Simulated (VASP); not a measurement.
In: single point with PBE

Crystal: In.

```
In
1.0
    -2.64444    2.64444    1.39855
     2.64444   -2.64444    1.39855
     2.64444    2.64444   -1.39855
In
2
Direct
  0.62500 0.87500 0.75000
  0.37500 0.12500 0.25000
```

```yaml
Program: VASP 6.6.1
Task: single point
Functional: PBE
Potentials_or_basis: VASP PAW PBE potentials, release 64 (In_d)
Cutoff: 520 eV
k_mesh: 13 × 13 × 13
Occupations: fermi-dirac, width 0.05 eV
Spin: no spin polarisation
Dipole_correction: no
Further_INCAR_settings: ALGO = Normal; EDIFF = 1e-06; NBANDS = 20
```

```json
{
 "Pressure": "34.1 GPa",
 "Band gap on the k mesh": "zero (bands 13 and 14 overlap by 8.05 eV)"
}
```

Levels at points of the mesh, in eV from the Fermi level:
```tsv
k point	band 10	band 11	band 12	band 13	band 14	band 15	band 16	band 17
(0.00, 0.00, 0.00)	-14.12	-11.82	-0.96	-0.96	0.69	4.28	9.89	9.89
```

Run time: 71 s on 1 thread of AMD EPYC 9R45 96-Core Processor (Zen 5), with other jobs on the host, peak memory 0.23 GiB.

Caveat: the cell stands under pressure; spin-orbit coupling is left out, which moves the levels of the heavy elements.
